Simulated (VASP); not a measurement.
Runs of VASP 6.6.1 on Si. The structure is that of space group Imma (No. 74), or close to it. The cells are those of the table. 

```csv
task,cell,gap on the mesh (eV),pressure (GPa),largest force (eV/Å)
single point,"a = 3.576 Å, angles 100.2, 95.0, 137.4°, 2 atoms",none,6.7,0.05
electric field gradients,"a = 3.436 Å, angles 100.2, 95.0, 137.4°, 2 atoms",none,27.7,0.07
electric field gradients,"a = 3.542 Å, angles 100.2, 95.0, 137.4°, 2 atoms",none,(a),0.03
electric field gradients,"a = 3.507 Å, angles 100.2, 95.0, 137.4°, 2 atoms",none,15.7,-
```

Alike in all rows: level PBE; potentials or basis VASP PAW PBE potentials, release 64 (Si); no spin polarisation; k mesh 16 × 16 × 11; cutoff (eV) 520; smearing fermi-dirac 0.08 eV.

Problem. Fill in the values left out.

Solution. (a) 10.9.

Caveats: the cell stands under pressure (at least some runs); the stress differs along the axes, from 26 to 31 GPa (at least some runs).

A gap of «none» marks levels without a gap at the run's occupations.
